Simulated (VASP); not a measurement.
# V (P6_3/mmc) in VASP: notebook

Runs on V. Level: PBE. Tasks: single point.

All numbers are computed with VASP 6.6.1; they aren't measurements. Logs are shortened: lines on timing, memory, paths and dates and some standing lists are left out, and cuts for length are marked.

### Step 1. The cell of the first run

Symmetry: P6_3/mmc, No. 194, hexagonal system. Conventional cell: a = 2.569 Å, b = 2.569 Å, c = 4.659 Å, α = 90.00°, β = 90.00°, γ = 120.00°. Within 3.4 Å of V (site symmetry -6m2) lie 12 V at 2.57 to 2.76 Å.

This isn't the form of V at room conditions, which is bcc.

### Step 2. Single point, PBE, collinear spin, ferromagnetic start

Contents of INCAR:

```
SYSTEM = V
  ALGO = Normal
  EDIFF = 1E-6
  ENCUT = 520
  GGA = PE
  ISIF = 2
  ISMEAR = -1
  ISPIN = 2
  LASPH = .True.
  LCHARG = .False.
  LMAXMIX = 4
  LORBIT = 11
  LREAL = .False.
  LWAVE = .False.
  MAGMOM = 2 2
  NBANDS = 24
  NELM = 150
  PREC = Accurate
  SIGMA = 0.05
```

Contents of KPOINTS:

```
k-points
0
Gamma
  12 12 6
  0 0 0
```

Contents of POSCAR:

```
V
1.0
    2.5690966245      0.0000000000      0.0000000000
   -1.2845483122      2.2249029415      0.0000000000
    0.0000000000      0.0000000000      4.6594993097
V
2
Direct
    0.3333333333      0.6666666667      0.2500000000
    0.6666666667      0.3333333333      0.7500000000
```

Potentials or basis: VASP PAW PBE potentials, release 64 (V_sv).

Started as:

```sh
> cat potpaw_PBE.64/V_sv/POTCAR > POTCAR
> mpirun -np 1 vasp_std > vasp.out
```

OUTCAR:

```text
SYSTEM = V
   EDIFF = 1E-6
   ENCUT = 520
   GGA = PE
   ISIF = 2
   ISMEAR = -1
   ISPIN = 2
   LASPH = .True.
   LORBIT = 11
   LREAL = .False.
   NELM = 150
   PREC = Accurate

 ion  position               nearest neighbor table
   1  0.333  0.667  0.250-   2 2.76   2 2.76   2 2.76   2 2.76   2 2.76   2 2.76
   2  0.667  0.333  0.750-   1 2.76   1 2.76   1 2.76   1 2.76   1 2.76   1 2.76

  LATTYP: Found a hexagonal cell.
 ALAT       =     2.5690966245
 C/A-ratio  =     1.8136722711

  Lattice vectors:

 A1 = (   2.5690966245,   0.0000000000,   0.0000000000)
 A2 = (  -1.2845483122,   2.2249029415,   0.0000000000)
 A3 = (   0.0000000000,   0.0000000000,   4.6594993097)

Analysis of symmetry for initial positions (statically):
=====================================================================
 Subroutine PRICEL returns:
 Original cell was already a primitive cell.

 Routine SETGRP: Setting up the symmetry group for a
 hexagonal supercell.

 Subroutine GETGRP returns: Found 24 space group operations
 (whereof 12 operations were pure point group operations)
 out of a pool of 24 trial point group operations.

The static configuration has the point symmetry D_3d.
 The point group associated with its full space group is D_6h.

Analysis of symmetry for dynamics (positions and initial velocities):
=====================================================================
 Subroutine PRICEL returns:
 Original cell was already a primitive cell.

 Routine SETGRP: Setting up the symmetry group for a
 hexagonal supercell.

 Subroutine GETGRP returns: Found 24 space group operations
 (whereof 12 operations were pure point group operations)
 out of a pool of 24 trial point group operations.

The dynamic configuration has the point symmetry D_3d.
 The point group associated with its full space group is D_6h.

Analysis of structural, dynamic, and magnetic symmetry:
=====================================================================
 Subroutine PRICEL returns:
 Original cell was already a primitive cell.

 Routine SETGRP: Setting up the symmetry group for a
 hexagonal supercell.

 Subroutine GETGRP returns: Found 24 space group operations
 (whereof 12 operations were pure point group operations)
 out of a pool of 24 trial point group operations.

The overall configuration has the point symmetry D_3d.
 The point group associated with its full space group is D_6h.

 Subroutine INISYM returns: Found 24 space group operations
 (whereof 12 operations are pure point group operations),
 and found     1 'primitive' translations

----------------------------------------------------------------------------------------

                                     Primitive cell

  volume of cell :      26.6337

  direct lattice vectors                    reciprocal lattice vectors
     2.569096625  0.000000000  0.000000000     0.389241880  0.224728904  0.000000000
    -1.284548312  2.224902941  0.000000000     0.000000000  0.449457808  0.000000000
     0.000000000  0.000000000  4.659499310     0.000000000  0.000000000  0.214615334

  length of vectors
     2.569096625  2.569096624  4.659499310     0.449457808  0.449457808  0.214615334

  position of ions in fractional coordinates (direct lattice)
     0.333333333  0.666666667  0.250000000
     0.666666667  0.333333333  0.750000000

  ion indices of the primitive-cell ions
   primitive index   ion index
                 1           1
                 2           2

----------------------------------------------------------------------------------------

 KPOINTS: k-points

Automatic generation of k-mesh.
 Grid dimensions read from file:
 generate k-points for:   12   12    6

 Generating k-lattice:

  Cartesian coordinates                     Fractional coordinates (reciprocal lattice)
     0.032436823  0.018727409  0.000000000     0.083333333  0.000000000  0.000000000
     0.000000000  0.037454817  0.000000000     0.000000000  0.083333333  0.000000000
     0.000000000  0.000000000  0.035769222     0.000000000  0.000000000  0.166666667

  Length of vectors
     0.037454817  0.037454817  0.035769222

  Shift w.r.t. Gamma in fractional coordinates (k-lattice)
     0.000000000  0.000000000  0.000000000

 Subroutine IBZKPT returns following result:
 ===========================================

 Found     76 irreducible k-points:

 Following reciprocal coordinates:
            Coordinates               Weight
  0.000000  0.000000  0.000000      1.000000
  0.083333  0.000000  0.000000      6.000000
  0.166667 -0.000000  0.000000      6.000000
  0.250000 -0.000000  0.000000      6.000000
  0.333333 -0.000000  0.000000      6.000000
  0.416667  0.000000  0.000000      6.000000
[... 16 lines left out ...]
  0.250000 -0.000000  0.166667     12.000000
  0.333333 -0.000000  0.166667     12.000000
 [... further k-points ...]
   k-points           NKPTS =     76   k-points in BZ     NKDIM =     76   number of bands    NBANDS=     24
   number of dos      NEDOS =    301   number of ions     NIONS =      2
   total plane-waves  NPLWV =  14400
   dimension x,y,z NGX =    20 NGY =   20 NGZ =   36
   dimension x,y,z NGXF=    40 NGYF=   40 NGZF=   72
   ions per type =               2
   NGX,Y,Z   is equivalent  to a cutoff of  12.94, 12.94, 12.84 a.u.
   NGXF,Y,Z  is equivalent  to a cutoff of  25.88, 25.88, 25.69 a.u.
 SYSTEM =  V
   PREC   = accura    normal or accurate (medium, high low for compatibility)
   ISTART =      0    job   : 0-new  1-cont  2-samecut
   ICHARG =      2    charge: 1-file 2-atom 10-const
   ISPIN  =      2    spin polarized calculation?
   LNONCOLLINEAR =      F non collinear calculations
   LSORBIT =      F    spin-orbit coupling
   LASPH  =      T    aspherical Exc in radial PAW
   ENCUT  =  520.0 eV  38.22 Ry    6.18 a.u.   4.78  4.78  8.66*2*pi/ulx,y,z
   NELM   =    150;   NELMIN=  2; NELMDL= -5     # of ELM steps
   EDIFF  = 0.1E-05   stopping-criterion for ELM
   LREAL  =      F    real-space projection
   EDIFFG = 0.1E-04   stopping-criterion for IOM
   NSW    =      0    number of steps for IOM
   IBRION =     -1    ionic relax: 0-MD 1-quasi-New 2-CG
   NFREE  =      0    steps in history (QN), initial steepest desc. (CG)
   ISIF   =      2    stress and relaxation
   ISYM   =      2    0-nonsym 1-usesym 2-fastsym
   POTIM  = 0.5000    time-step for ionic-motion
   TEBEG  =    0.0;   TEEND  =   0.0 temperature during run
   PSTRESS=    0.0 pullay stress
   NELECT =      26.0000    total number of electrons
   NUPDOWN=      -1.0000    fix difference up-down
   EMIN   =  10.00;   EMAX   =-10.00  energy-range for DOS
   EFERMI =   0.00;   METHOD = LEGACY
   ISMEAR =    -1;   SIGMA  =   0.05  broadening in eV -4-tet -1-fermi 0-gaus
   EFERMI_NEDOS =   21; number of points for ismear=-14 and -15
   IALGO  =     38    algorithm
   IMIX   =      4    mixing-type and parameters
     AMIX     =   0.40;   BMIX     =  1.00
     AMIX_MAG =   1.60;   BMIX_MAG =  1.00
  volume/ion in A,a.u.               =      13.32        89.87
  Fermi-wavevector in a.u.,A,eV,Ry     =   1.624011  3.068936 35.884175  2.637412
  Thomas-Fermi vector in A             =   2.717368
   LORBIT       =     11    0 simple, 1 ext, 2 COOP (PROOUT), +10 PAW based schemes
   GGA     = PE    functional components
   LHFCALC =     F    Hartree Fock is set to
   AEXX    =    0.0000 exact exchange contribution
   IVDW    =     0    specifies the selected vdW correction
   LEPSILON=     F    determine dielectric tensor
   LRPA    =     F    only Hartree local field effects (RPA)
 spin polarized calculation
  energy-cutoff  :      520.00
  volume of cell :       26.63
 maximum number of plane-waves:       728
 NGX is ok and might be reduce to    20
   NGX =  9   NGY =  9   NGZ = 17

 number of electron      26.0000012 magnetization      -0.0013171

 number of electron      26.0000012 magnetization       0.0011157

 Free energy of the ion-electron system (eV)
  ---------------------------------------------------
  ext. energy  EPLUGINS =         0.00000000
  ---------------------------------------------------
  free energy    TOTEN  =       -17.47328156 eV

  energy without entropy =      -17.44973903  energy(sigma->0) =      -17.46151029

 E-fermi :  10.2162     XC(G=0): -12.9479

 val. band max:       10.2028152867   @ k =   0.3333  -0.0000   0.1667
 cond. band min:      10.2492183410   @ k =   0.3333   0.1667   0.5000
 fundamental gap:      0.0464030543
 Fermi energy:        10.2162417606

 spin component 1

 k-point     1 :       0.0000    0.0000    0.0000
  band No.  band energies     occupation
      1     -53.7761      1.00000
      2     -53.6495      1.00000
      3     -27.9152      1.00000
      4     -27.1904      1.00000
      5     -27.0422      1.00000
      6     -27.0422      1.00000
[... 16 lines left out ...]
     23      28.6509      0.00000
     24      30.9466      0.00000

 k-point     2 :       0.0833    0.0000    0.0000
  band No.  band energies     occupation
      1     -53.7617      1.00000
      2     -53.6389      1.00000
      3     -27.8938      1.00000
      4     -27.1915      1.00000
      5     -27.1086      1.00000
      6     -27.0598      1.00000
[... 16 lines left out ...]
     23      28.5892      0.00000
     24      30.7738      0.00000

 k-point     3 :       0.1667   -0.0000    0.0000
  band No.  band energies     occupation
      1     -53.7218      1.00000
      2     -53.6101      1.00000
      3     -27.8334      1.00000
      4     -27.2900      1.00000
      5     -27.2254      1.00000
      6     -27.1962      1.00000
[... 16 lines left out ...]
     23      29.3845      0.00000
     24      30.3080      0.00000
[... 514 lines left out ...]
 k-point    23 :       0.2500   -0.0000    0.1667
  band No.  band energies     occupation
      1     -53.6596      1.00000
      2     -53.5780      1.00000
      3     -27.7290      1.00000
      4     -27.5207      1.00000
      5     -27.4768      1.00000
      6     -27.2278      1.00000
[... 16 lines left out ...]
     23      27.7199      0.00000
     24      29.0375      0.00000

 k-point    24 :       0.3333   -0.0000    0.1667
  band No.  band energies     occupation
      1     -53.6026      1.00000
      2     -53.5397      1.00000
      3     -27.8035      1.00000
      4     -27.7191      1.00000
      5     -27.5822      1.00000
      6     -27.2471      1.00000
[... 16 lines left out ...]
     23      25.5857      0.00000
     24      27.8207      0.00000

 [... further k-points ...]

 spin component 2

 k-point     1 :       0.0000    0.0000    0.0000
  band No.  band energies     occupation
      1     -53.7757      1.00000
      2     -53.6491      1.00000
      3     -27.9148      1.00000
      4     -27.1900      1.00000
      5     -27.0418      1.00000
      6     -27.0418      1.00000
[... 16 lines left out ...]
     23      28.6514      0.00000
     24      30.9470      0.00000

 k-point     2 :       0.0833    0.0000    0.0000
  band No.  band energies     occupation
      1     -53.7613      1.00000
      2     -53.6385      1.00000
      3     -27.8934      1.00000
      4     -27.1911      1.00000
      5     -27.1082      1.00000
      6     -27.0594      1.00000
[... 16 lines left out ...]
     23      28.5896      0.00000
     24      30.7743      0.00000

 k-point     3 :       0.1667   -0.0000    0.0000
  band No.  band energies     occupation
      1     -53.7214      1.00000
      2     -53.6097      1.00000
      3     -27.8330      1.00000
      4     -27.2896      1.00000
      5     -27.2250      1.00000
      6     -27.1958      1.00000
[... 16 lines left out ...]
     23      29.3849      0.00000
     24      30.3085      0.00000
[... 514 lines left out ...]
 k-point    23 :       0.2500   -0.0000    0.1667
  band No.  band energies     occupation
      1     -53.6592      1.00000
      2     -53.5776      1.00000
      3     -27.7286      1.00000
      4     -27.5203      1.00000
      5     -27.4764      1.00000
      6     -27.2274      1.00000
[... 16 lines left out ...]
     23      27.7202      0.00000
     24      29.0379      0.00000

 k-point    24 :       0.3333   -0.0000    0.1667
  band No.  band energies     occupation
      1     -53.6022      1.00000
      2     -53.5393      1.00000
      3     -27.8031      1.00000
      4     -27.7187      1.00000
      5     -27.5818      1.00000
      6     -27.2467      1.00000
[... 16 lines left out ...]
     23      25.5861      0.00000
     24      27.8210      0.00000

 [... further k-points ...]

------------------------ aborting loop because EDIFF is reached ----------------------------------------

  FORCE on cell =-STRESS in cart. coord.  units (eV):
  Direction    XX          YY          ZZ          XY          YZ          ZX
  --------------------------------------------------------------------------------------
  -------------------------------------------------------------------------------------
  Total        1.2775044      1.2775044      1.0602195      0.0000000      0.0000000     -0.0000000
  in kB       76.8497060     76.8497060     63.7786936      0.0000000      0.0000000     -0.0000000
  external PRESSURE =      72.4927019 kB  Pullay stress =       0.0000000 kB

 VOLUME and BASIS-vectors are now :
 -----------------------------------------------------------------------------
  energy-cutoff  :      520.00
  volume of cell :       26.63
      direct lattice vectors                 reciprocal lattice vectors
     2.569096625  0.000000000  0.000000000     0.389241880  0.224728904  0.000000000
    -1.284548312  2.224902941  0.000000000     0.000000000  0.449457808  0.000000000
     0.000000000  0.000000000  4.659499310     0.000000000  0.000000000  0.214615334

 POSITION                                       TOTAL-FORCE (eV/Angst)
 -----------------------------------------------------------------------------------
     -0.00000      1.48327      1.16487        -0.000000     -0.000000      0.000000
      1.28455      0.74163      3.49462         0.000000      0.000000      0.000000
 -----------------------------------------------------------------------------------
    total drift:                               -0.000000      0.000000     -0.000000

  FREE ENERGIE OF THE ION-ELECTRON SYSTEM (eV)
  ---------------------------------------------------
  free  energy   TOTEN  =       -17.4732815606 eV

  energy  without entropy=      -17.4497390262  energy(sigma->0) =      -17.46151029

 total charge

# of ion       s       p       d       tot
------------------------------------------
    1        2.355   6.222   3.121  11.698
    2        2.355   6.222   3.121  11.698
--------------------------------------------------
tot          4.710  12.444   6.242  23.396

 magnetization (x)

# of ion       s       p       d       tot
------------------------------------------
    1        0.000   0.000   0.000   0.000
    2        0.000   0.000   0.000   0.000
--------------------------------------------------
tot          0.000   0.000   0.000   0.000
```

Wall time 2 min (1 thread of Intel Xeon 8259CL, shared host); peak memory 0.19 GiB.

Results:

* Free energy: -17.4733 eV
* Pressure: 7.2 GPa
* Band gap on the k mesh: zero (filled and empty bands overlap)
* Net moment: 0.00 μB per cell
* Valence electrons inside the program's atomic spheres: V 11.70

Stress tensor (GPa, compression positive):
```
7.68 0.00 0.00
0.00 7.68 0.00
0.00 0.00 6.38
```

Caveat: the cell stands under pressure.

### Step 3. Single point, PBE, collinear spin, ferromagnetic start

This run uses another cell than the first one, of 14.43 Å³/atom.

Contents of INCAR:

```
PREC = Accurate ; ENCUT = 520
EDIFF = 1E-6 ; ISMEAR = -1
SIGMA = 0.05 ; LREAL = False
LASPH = True ; NELM = 150
ALGO = Normal ; ISIF = 2
LWAVE = False ; LCHARG = False
ISPIN = 2 ; MAGMOM = 2 2
LORBIT = 11 ; LMAXMIX = 4
GGA = PE ; NBANDS = 24
```

Contents of KPOINTS:

```
regular mesh
0
Gamma
  12 12 6
```

Contents of POSCAR:

```
V
1.0
    2.6385650605      0.0000000000      0.0000000000
   -1.3192825302      2.2850643718      0.0000000000
    0.0000000000      0.0000000000      4.7854922858
V
2
Direct
    0.3333333333      0.6666666667      0.2500000000
    0.6666666667      0.3333333333      0.7500000000
```

Potentials or basis: VASP PAW PBE potentials, release 64 (V_sv).

Started as:

```sh
> cat potpaw_PBE.64/V_sv/POTCAR > POTCAR
> mpirun -np 1 vasp_std > vasp.out
```

Run time: 2.1 min. Hardware: 1 thread of Intel Xeon 8259CL, shared host; peak memory 0.2 GiB.

Results (log left out):

| Item | Value |
| --- | --- |
| Free energy | -17.4729 eV |
| Pressure | -6.5 GPa |
| Band gap on the k mesh | zero (filled and empty bands overlap) |
| Net moment | 0.00 μB per cell |
| Valence electrons inside the program's atomic spheres | V 11.57 |

Stress tensor (GPa, compression positive):
```
-6.24  0.00  0.00
 0.00 -6.24  0.00
 0.00  0.00 -7.17
```

Levels at points of the mesh, in eV from the Fermi level:
Spin up:
```csv
k point,band 10,band 11,band 12,band 13,band 14,band 15,band 16,band 17
"(0.00, 0.00, 0.00)",-3.34,-0.54,-0.29,0.33,0.33,0.62,0.62,1.75
"(0.50, 0.00, 0.00)",-2.75,-2.55,-0.33,-0.23,0.28,0.61,2.81,3.33
"(0.00, 0.00, 0.50)",-5.03,-0.97,-0.97,0.36,0.36,0.36,0.36,2.38
"(0.50, 0.00, 0.50)",-3.10,-1.69,-1.69,1.52,1.52,1.58,1.58,3.39
```
Spin down:
```
           k point  band 9  band 10  band 11  band 12  band 13  band 14  band 15  band 16  band 17  band 18
(0.00, 0.00, 0.00)   -6.75    -3.34    -0.54    -0.29     0.33     0.33     0.62     0.62     1.75     1.75
(0.50, 0.00, 0.00)   -2.78    -2.75    -2.55    -0.33    -0.23     0.28     0.61     2.81     3.33     3.44
(0.00, 0.00, 0.50)   -5.03    -5.03    -0.97    -0.97     0.36     0.36     0.36     0.36     2.38     2.38
(0.50, 0.00, 0.50)   -3.10    -3.10    -1.69    -1.69     1.52     1.52     1.58     1.58     3.39     3.39
```

Caveat: the cell stands under tension.
